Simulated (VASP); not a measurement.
A run of VASP 6.6.1:

Contents of INCAR:

```
SYSTEM = AlN
PREC = Accurate
ENCUT = 600
EDIFF = 1E-6
ISMEAR = -1
SIGMA = 0.05
LREAL = .FALSE.
LASPH = .TRUE.
NELM = 100
ALGO = Normal
ISIF = 3
LWAVE = .FALSE.
LCHARG = .FALSE.
GGA = PS
IBRION = 2
NSW = 60
EDIFFG = -0.01
PSTRESS = 20.0
```

Contents of KPOINTS:

```
Automatic mesh
0
G
  10 10 6
  0 0 0
```

The input POSCAR:

```
AlN
1.0
    3.1130000000      0.0000000000      0.0000000000
   -1.5565000000      2.6959370820      0.0000000000
    0.0000000000      0.0000000000      4.9810000000
Al N
2 2
Direct
    0.6666666667      0.3333333333      0.5000000000
    0.3333333333      0.6666666667      0.0000000000
    0.6666666667      0.3333333333      0.8800000000
    0.3333333333      0.6666666667      0.3800000000
```

Potentials or basis: VASP PAW PBE potentials, release 64 (Al, N).

Run with:

```bash
$ cat potpaw_PBE.64/Al/POTCAR potpaw_PBE.64/N/POTCAR > POTCAR
$ mpirun -np 1 vasp_std > vasp.out
```

Hardware: 1 thread of AMD EPYC 7R13 Processor (Zen 3), on a shared host.

Task: Estimate the wall time of this run.

Result: Run time: 67 s on 1 thread of AMD EPYC 7R13 Processor (Zen 3), with other jobs on the host, peak memory 0.16 GiB. Counts: scf iterations 35, k points 56, ion steps 6.
